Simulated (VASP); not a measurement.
## MnHg: electric field gradients with PBE

Crystal: MnHg.

```
Mn Hg
1.0
     3.34191    0.00000    0.00000
     0.00000    3.34191    0.00000
     0.00000    0.00000    3.36732
Mn Hg
1 1
Cartesian
  1.6710 1.6710 1.6837
  0.0000 0.0000 0.0000
```

| Property | Result |
| --- | --- |
| Program | VASP 6.6.1 |
| Task | electric field gradients |
| Functional | PBE |
| Potentials or basis | VASP PAW PBE potentials, release 64 (Mn_pv, Hg) |
| Cutoff | 520 eV |
| k mesh | 10 × 10 × 10 |
| Occupations | fermi-dirac, width 0.05 eV |
| Spin | collinear spin, ferromagnetic start |
| Starting moments | [4.0, 0.0] μB |
| Dipole correction | no |
| Further INCAR settings | ALGO = Normal; EDIFF = 1e-08; NBANDS = 24 |

```yaml
Pressure: -1.4 GPa
Net_moment: 3.97 μB per cell
Site_moments: Mn +3.88; Hg -0.05 μB
Largest_electric_field_gradient_by_atom: Mn +0.4; Hg -1.5 V/Å²
Valence_electrons_inside_the_program's_atomic_spheres: Mn 11.37; Hg 10.56
```

Levels at points of the mesh, in eV from the Fermi level:
Spin up:
| k point | band 11 | band 12 | band 13 | band 14 | band 15 | band 16 | band 17 | band 18 | band 19 | band 20 |
| --- | --- | --- | --- | --- | --- | --- | --- | --- | --- | --- |
| (0.00, 0.00, 0.00) | -3.01 | -2.19 | -2.19 | -2.18 | 4.61 | 4.82 | 4.82 | 8.10 | 10.79 | 10.90 |
| (0.50, 0.00, 0.00) | -3.33 | -2.85 | -2.82 | -2.38 | -1.69 | 9.65 | 9.84 | 10.15 | 10.69 | 10.88 |
| (0.50, 0.50, 0.00) | -2.21 | -2.21 | -2.14 | -1.60 | -1.60 | 0.43 | 2.66 | 11.49 | 11.49 | 11.55 |
| (0.00, 0.00, 0.50) | -3.34 | -2.82 | -2.82 | -2.37 | -1.74 | 9.77 | 9.77 | 10.26 | 10.82 | 10.82 |
| (0.50, 0.00, 0.50) | -2.21 | -2.20 | -2.16 | -1.65 | -1.64 | 0.39 | 2.59 | 11.62 | 11.63 | 11.71 |
| (0.50, 0.50, 0.50) | -3.72 | -2.14 | -2.12 | 0.26 | 3.94 | 3.94 | 3.99 | 4.22 | 4.60 | 4.60 |
Spin down:
```
           k point  band 8  band 9  band 10  band 11  band 12  band 13  band 14  band 15
(0.00, 0.00, 0.00)   -7.04   -7.02     0.31     0.33     1.41     1.41     1.42     4.97
(0.50, 0.00, 0.00)   -6.94   -4.98    -4.34     0.01     0.39     0.43     1.24     1.98
(0.50, 0.50, 0.00)   -6.50   -3.47    -1.36    -1.36     0.49     1.23     1.23     1.83
(0.00, 0.00, 0.50)   -6.93   -5.06    -4.37     0.00     0.43     0.43     1.25     1.93
(0.50, 0.00, 0.50)   -6.52   -3.54    -1.41    -1.39     0.44     1.24     1.25     1.82
(0.50, 0.50, 0.50)   -6.48   -1.51    -1.51    -1.51     0.14     1.84     1.86     5.35
```

Electric field gradients, principal values (V/Å²):
| atom | least | middle | greatest (by size) |
| --- | --- | --- | --- |
| 1 Mn | -0.195 | -0.195 | 0.390 |
| 2 Hg | 0.761 | 0.761 | -1.522 |

Wall time 3.7 min on 1 thread of Intel(R) Xeon(R) Platinum 8259CL CPU @ 2.50GHz (Skylake/Cascade Lake), with other jobs on the host, peak memory 0.3 GiB.

Caveat: without QUAD_EFG the Cq values of the log hold for a quadrupole moment of 1 mb, not for the nuclei; spin-orbit coupling is left out, which moves the levels of the heavy elements.
